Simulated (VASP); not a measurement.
The system is In.

```
In
1.0
    -1.61456    1.61456    2.45710
     1.61456   -1.61456    2.45710
     1.61456    1.61456   -2.45710
In
1
Direct
  0.00000 0.00000 0.00000
```

This cell differs from its parent crystal: volume scaled by 0.98.

Base run:

* Program: VASP 6.6.1
* Functional: PBEsol
* Potentials or basis: VASP PAW PBE potentials, release 64 (In_d)
* Cutoff: 520 eV
* k mesh: 11 × 11 × 11
* Occupations: fermi-dirac, width 0.05 eV
* Spin: no spin polarisation

Its results: pressure -0.1 GPa.

**Question.** After a change of settings the same cell gave: pressure 1.2 GPa. Which change was it?
A. functional from PBEsol to PBE
B. functional from PBEsol to PBE; further incar settings from ALGO = Normal; EDIFF = 1e-07; NBANDS = 12 to ALGO = Fast; EDIFF = 1e-06; NBANDS = 12
C. functional from PBEsol to r2SCAN; further incar settings from ALGO = Normal; EDIFF = 1e-07; NBANDS = 12 to ALGO = Normal; EDIFF = 1e-06; NBANDS = 12

**Answer.** C.

Caveats: the PAW data sets were made with another functional, which shifts forces and pressure a little.
